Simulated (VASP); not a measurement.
# H2C3F4 in VASP: notebook, part 2 of 2

VASP 6.6.1.

**3. Single point, PBE**

This run uses another cell than the first one, of 24.43 Å³/atom.

INCAR reads:

```
  PREC = Accurate
  ENCUT = 520
  EDIFF = 1E-6
  ISMEAR = -1
  SIGMA = 0.02
  LREAL = Auto
  LASPH = True
  NELM = 100
  ALGO = Normal
  ISIF = 2
  LWAVE = False
  LCHARG = False
  GGA = PE
  NBANDS = 108
```

KPOINTS reads:

```
regular mesh
0
Gamma
  1 1 1
```

POSCAR reads:

```
H2C3F4
1.0
    9.9719650000     -0.5623000000     -0.8428630000
   -0.5623000000      9.4721160000     -0.1794950000
   -0.8428630000     -0.1794950000      9.4199910000
C H F
12 8 16
Direct
    0.1575122567      0.2939065054      0.7066902719
    0.0974657124      0.2520213113      0.5848080755
    0.6849966148      0.1637765557      0.0954730609
    0.6812687174      0.0553555220      0.0186998304
    0.6885414247      0.5187796001      0.6878949709
    0.5947284928      0.5849500620      0.7086493239
    0.7656396746      0.2336079994      0.4548476555
    0.8104536839      0.1477599228      0.3804062648
    0.1190433390      0.6658144300      0.7316830331
    0.6164930478      0.6470862683      0.2274278107
    0.5491331159      0.9648224789      0.5868290953
    0.2142203619      0.3706415903      0.1214742911
    0.0798547863      0.2505799853      0.4814637826
    0.2024833934      0.2287286359      0.8110964657
    0.7204802860     -0.0215954364     -0.0338758389
    0.6694429611      0.2362064757      0.1829987506
    0.4953872447      0.6211899111      0.7021178749
    0.7908581848      0.5094626908      0.6868723238
    0.7919761773      0.0380034314      0.3283919106
    0.6818210712      0.2473198243      0.5189786726
    0.1013948540      0.5459918655      0.7988186805
    0.0805264598      0.6229651756      0.5928765651
    0.0494748890      0.7667917946      0.7784121924
    0.2508730332      0.7234581097      0.7538551481
    0.7428619502      0.5990478177      0.2425646627
    0.5986692385      0.6413681254      0.3614672797
    0.6108111051      0.7807083463      0.1961109437
    0.5467577607      0.5617757232      0.1218024327
    0.6386460526      1.0286669894      0.6843776930
    0.5931948926      0.8969530820      0.4868667730
    0.4559841577      0.8496290891      0.6283484080
    0.4739749762      1.0672410356      0.5332447133
    0.1513645261      0.4964048349      0.1553909918
    0.2555100101      0.2893931588      0.2261471968
    0.0881179364      0.2873905694      0.0481801435
    0.3179233077      0.3872874006      0.0488197860
```

Potentials or basis: VASP PAW PBE potentials, release 64 (C, H, F).

On the command line:

```console
$ cat potpaw_PBE.64/C/POTCAR potpaw_PBE.64/H/POTCAR potpaw_PBE.64/F/POTCAR > POTCAR
$ mpirun -np 1 vasp_gam > vasp.out
```

OUTCAR:

```text
PREC = Accurate
   ENCUT = 520
   EDIFF = 1E-6
   ISMEAR = -1
   LREAL = Auto
   LASPH = True
   NELM = 100
   ISIF = 2
   GGA = PE

 ion  position               nearest neighbor table
   1  0.158  0.294  0.707-  14 1.23   2 1.24
   2  0.097  0.252  0.585-  13 0.96   1 1.24
   3  0.685  0.164  0.095-  16 1.10   4 1.23
   4  0.681  0.055  0.019-  15 1.02   3 1.23
   5  0.689  0.519  0.688-  18 1.04   6 1.23
   6  0.595  0.585  0.709-  17 1.08   5 1.23
   7  0.766  0.234  0.455-  20 1.13   8 1.23
   8  0.810  0.148  0.380-  19 1.12   7 1.23
   9  0.119  0.666  0.732-  21 1.33  22 1.34  24 1.35  23 1.35
  10  0.616  0.647  0.227-  28 1.31  26 1.31  27 1.32  25 1.38
  11  0.549  0.965  0.587-  29 1.26  30 1.29  32 1.36  31 1.46
  12  0.214  0.371  0.121-  34 1.31  36 1.34  33 1.46  35 1.46
  13  0.080  0.251  0.481-   2 0.96
  14  0.202  0.229  0.811-   1 1.23
  15  0.720  0.978  0.966-   4 1.02
  16  0.669  0.236  0.183-   3 1.10
  17  0.495  0.621  0.702-   6 1.08
[... 17 lines left out ...]
  35  0.088  0.287  0.048-  12 1.46
  36  0.318  0.387  0.049-  12 1.34

  LATTYP: Found a triclinic cell.
 ALAT       =     9.4904889896
 B/A-ratio  =     1.5345535647
 C/A-ratio  =     1.5633271998
 COS(alpha) =     0.0135573309
 COS(beta)  =     0.5423712729
 COS(gamma) =     0.7296643417

  Lattice vectors:

 A1 = (  -0.5623000000,   9.4721160000,  -0.1794950000)
 A2 = ( -10.5342650000,  10.0344160000,   0.6633680000)
 A3 = (   8.5668020000,   8.7303210000,   8.3976330000)

Analysis of symmetry for initial positions (statically):
=====================================================================
 Subroutine PRICEL returns:
 Original cell was already a primitive cell.

 Routine SETGRP: Setting up the symmetry group for a
[... 181 lines left out ...]
   IALGO  =     38    algorithm
   IMIX   =      4    mixing-type and parameters
     AMIX     =   0.40;   BMIX     =  1.00
     AMIX_MAG =   1.60;   BMIX_MAG =  1.00
  volume/ion in A,a.u.               =      24.43       164.88
  Fermi-wavevector in a.u.,A,eV,Ry     =   0.942803  1.781639 12.093904  0.888877
  Thomas-Fermi vector in A             =   2.070448
   LORBIT       =      0    0 simple, 1 ext, 2 COOP (PROOUT), +10 PAW based schemes
   GGA     = PE    functional components
   LHFCALC =     F    Hartree Fock is set to
   AEXX    =    0.0000 exact exchange contribution
   IVDW    =     0    specifies the selected vdW correction
   LEPSILON=     F    determine dielectric tensor
   LRPA    =     F    only Hartree local field effects (RPA)
 non-spin polarized calculation
  energy-cutoff  :      520.00
  volume of cell :      879.57
 maximum number of plane-waves:     11856
 NGX is ok and might be reduce to    80
   NGX = 37   NGY = 35   NGZ = 35

 number of electron     167.9999961 magnetization

 Free energy of the ion-electron system (eV)
  ---------------------------------------------------
  ext. energy  EPLUGINS =         0.00000000
  ---------------------------------------------------
  free energy    TOTEN  =      -189.32489276 eV

  energy without entropy =     -189.32489276  energy(sigma->0) =     -189.32489276

 E-fermi :  -3.6375     XC(G=0):  -5.0883

 val. band max:       -4.2318260750   @ k =   0.0000   0.0000   0.0000
 cond. band min:      -0.2771416596   @ k =   0.0000   0.0000   0.0000
 fundamental gap:      3.9546844154
 Fermi energy:        -3.6375082190

 k-point     1 :       0.0000    0.0000    0.0000
  band No.  band energies     occupation
      1     -33.0275      2.00000
      2     -32.6164      2.00000
      3     -32.1826      2.00000
      4     -32.1571      2.00000
      5     -30.6458      2.00000
      6     -30.1668      2.00000
[... 88 lines left out ...]
     95       2.2272      0.00000
     96       2.4808      0.00000
 [bands above 96 left out]

------------------------ aborting loop because EDIFF is reached ----------------------------------------

  FORCE on cell =-STRESS in cart. coord.  units (eV):
  Direction    XX          YY          ZZ          XY          YZ          ZX
  --------------------------------------------------------------------------------------
  -------------------------------------------------------------------------------------
  Total       -1.2865130     -9.0155087     13.4286315      1.6273203     -2.1045918      1.8673274
  in kB       -2.3434375    -16.4221280     24.4608168      2.9642323     -3.8336023      3.4014154
  external PRESSURE =       1.8984171 kB  Pullay stress =       0.0000000 kB

 VOLUME and BASIS-vectors are now :
 -----------------------------------------------------------------------------
  energy-cutoff  :      520.00
  volume of cell :      879.57
      direct lattice vectors                 reciprocal lattice vectors
     9.971965000 -0.562300000 -0.842863000     0.101407311  0.006194093  0.009191546
    -0.562300000  9.472116000 -0.179495000     0.006194093  0.105989509  0.002573820
    -0.842863000 -0.179495000  9.419991000     0.009191546  0.002573820  0.107028680

 POSITION                                       TOTAL-FORCE (eV/Angst)
 -----------------------------------------------------------------------------------
      0.80980      2.56850      6.47150         0.745987     -3.928864      1.972280
      0.33730      2.22740      5.38150         1.704322      1.100613      5.897381
      6.65820      1.14900      0.29260        -0.788635     -1.104204     -0.229692
      6.74670      0.13790     -0.40800        -0.294609      3.236570      2.111887
      5.99460      4.40330      5.80650        -1.727689      1.765443      0.734399
      5.00440      5.07910      6.06920         0.131995     -1.062198     -0.626171
[... 28 lines left out ...]
      0.67650      2.66400      0.32800         2.372353      0.892068     -0.220352
      2.91140      3.48090      0.12240        -1.405909      0.987291     -0.261063
 -----------------------------------------------------------------------------------
    total drift:                                0.003310     -0.009149     -0.009251

  FREE ENERGIE OF THE ION-ELECTRON SYSTEM (eV)
  ---------------------------------------------------
  free  energy   TOTEN  =      -189.3248927567 eV

  energy  without entropy=     -189.3248927567  energy(sigma->0) =     -189.32489276
```

It took 4.1 min on 1 thread of Oxide Virtual Turin-like, shared host; peak memory 0.77 GiB.

Results:

```
Free energy            : -189.3249 eV
Pressure               : 0.2 GPa
Largest force          : 6.237 eV/Å
Band gap on the k mesh : 3.95 eV
```

Forces on the atoms (eV/Å):
```
C    0.746 -3.929  1.972
C    1.704  1.101  5.897
C   -0.789 -1.104 -0.230
C   -0.295  3.237  2.112
C   -1.728  1.765  0.734
C    0.132 -1.062 -0.626
C   -1.236 -1.483  0.217
C   -1.478 -0.741  0.899
C    0.524 -0.047 -0.225
C    3.228 -0.740  0.621
C   -4.629 -1.696 -1.248
C   -4.089 -0.618 -0.805
H   -1.055 -0.035 -5.664
H   -1.096  2.562 -2.335
H    0.632 -1.746 -1.332
H    0.276 -0.338 -1.072
H    0.369 -0.065  0.219
H    1.261 -0.749 -0.216
H    1.025  1.447  0.087
H    1.744  0.806 -0.816
F   -0.039  0.174  1.412
F   -0.435  1.028 -0.703
F   -0.320 -0.523 -0.454
F    0.110 -0.329  0.130
F    1.115  0.909 -0.887
F   -2.514 -0.826  1.345
F    0.310  1.019 -1.010
F   -2.002 -0.428 -0.161
F    2.418  0.137  2.820
F    1.744 -0.164 -1.606
F    1.040  2.153  0.542
F   -0.657 -0.259 -0.502
F    2.982 -1.974 -0.223
F    0.033  0.641  1.588
F    2.372  0.892 -0.220
F   -1.406  0.987 -0.261
```

Stress tensor (GPa, compression positive):
```
-0.23  0.30  0.34
 0.30 -1.64 -0.38
 0.34 -0.38  2.45
```

Levels at points of the mesh, in eV from the valence-band top:
```
           k point  band 80  band 81  band 82  band 83  band 84  band 85  band 86  band 87  band 88  band 89
(0.00, 0.00, 0.00)    -0.48    -0.43    -0.41    -0.15     0.00     3.95     4.68     5.01     5.39     5.47
```

Caveat: the k points lie up to 0.68 Å⁻¹ apart; the atoms stand as in a frame of molecular dynamics.
